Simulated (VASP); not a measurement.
The system is GaN.

```
Ga N
1.0
     0.00000    1.99250    1.99250
     1.99250    0.00000    1.99250
     1.99250    1.99250    0.00000
Ga N
1 1
Cartesian
  1.9925 1.9925 1.9925
  0.0000 0.0000 0.0000
```

Base run:

```yaml
Program: VASP 6.6.1
Functional: r2SCAN
Potentials_or_basis: VASP PAW PBE potentials, release 64 (Ga_d, N)
Cutoff: 520 eV
k_mesh: 10 × 10 × 10
Occupations: gaussian, width 0.05 eV
Spin: no spin polarisation
```

Its results: band gap on the k mesh 2.40 eV, indirect (least direct gap 5.89 eV); pressure 63.1 GPa.

After a change of settings the same cell gave: band gap on the k mesh 1.77 eV, indirect (least direct gap 5.30 eV); pressure 82.9 GPa. Which change was it?
A. functional from r2SCAN to PBE; further incar settings from ALGO = Normal; EDIFF = 1e-06; NBANDS = 16 to ALGO = Normal; EDIFF = 1e-07; NBANDS = 16
B. functional from r2SCAN to revPBE; dispersion from none to D4
C. functional from r2SCAN to BLYP
D. functional from r2SCAN to RPBE; dispersion from none to D4

C.

r2SCAN gives the wider gap, since meta-GGAs in the generalised Kohn-Sham scheme recover part of the derivative discontinuity.

Caveats: the PAW data sets were made with another functional, which shifts forces and pressure a little.
